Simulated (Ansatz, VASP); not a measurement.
## Two plane-wave programs on Gd

File INCAR:

```
  PREC = Accurate
  ENCUT = 520
  EDIFF = 1E-6
  ISMEAR = 1
  SIGMA = 1.0
  LREAL = F
  LASPH = T
  NELM = 150
  ALGO = Normal
  ISIF = 2
  LWAVE = F
  LCHARG = F
  ISPIN = 2
  MAGMOM = 7.214 7.214
  LORBIT = 11
  LMAXMIX = 6
  GGA = CA
  NBANDS = 29
```

The input KPOINTS:

```
Automatic mesh
0
Gamma
  10 10 6
```

File POSCAR:

```
Gd
1.0
    3.4841536640      0.0000000000      0.0000000000
   -1.7420768320      3.0173655837      0.0000000000
    0.0000000000      0.0000000000      5.5867162136
Gd
2
Direct
    0.3333333333      0.6666666667      0.2500000000
    0.6666666667      0.3333333333      0.7500000000
```

Input for Ansatz:

```yaml
crystal:
  lattice:
    - [3.484153664, 0.0, 0.0]
    - [-1.742076832, 3.0173655837, 0.0]
    - [0.0, 0.0, 5.5867162136]
  atoms:
    - { symbol: Gd, position: [0.3333333333, 0.6666666667, 0.25], spin: 7.214 }
    - { symbol: Gd, position: [0.6666666667, 0.3333333333, 0.75], spin: 7.214 }
hamiltonian:
  xc: lda
  pseudopotentials:
    kind: paw
    azcp:
      Gd: "pseudopotentials/Gd.paw.azcp"
basis:
  ecutwfc: 420
  fft_grid_basis: typed
kpoints:
  mp_grid: { grid: [10, 10, 6], shift: [0, 0, 0] }
magnetization:
  spin_polarized: true
scf:
  occupations: { method: cold, width: 1.0 }
  lower_state_search: "off"
output:
  stress: true
  write_density: true
  write_potential: true
  elf: true
  volumetric_format: npy
```

Alike in both runs: task single point; functional LDA; k mesh 10 × 10 × 6; collinear spin.

|  | VASP | Ansatz |
| --- | --- | --- |
| version | VASP 6.6.1 | Ansatz 0.2.0 |
| potentials or method | VASP PAW PBE potentials, release 64 (Gd), cutoff 520 eV | plane waves (420 eV) with PAW, scalar-relativistic |
| occupations | methfessel-paxton of order 1, width 1 eV | cold, width 1 eV |
| valence electrons in the cell | 36 | 36 |

```csv
,VASP,Ansatz,Ansatz less VASP
pressure (GPa),0.0,1.5,+1.55
"traceless stress, the component that is largest in VASP (GPa)",-0.21,0.06,+0.270
net moment per atom (μB),7.16,7.22,+0.059
size of the moment on the site where the two differ most (μB),6.79,7.04,+0.244
```

VASP's potentials were made for PBE, not for LDA, and Ansatz warns of the same on its side. LDA's correlation is that of Perdew and Zunger in VASP and of Perdew and Wang (1992) in Ansatz. Site moments also hang on the region over which each program counts them. Ansatz's warnings: stability check not made.

Neither program's run includes spin-orbit coupling.
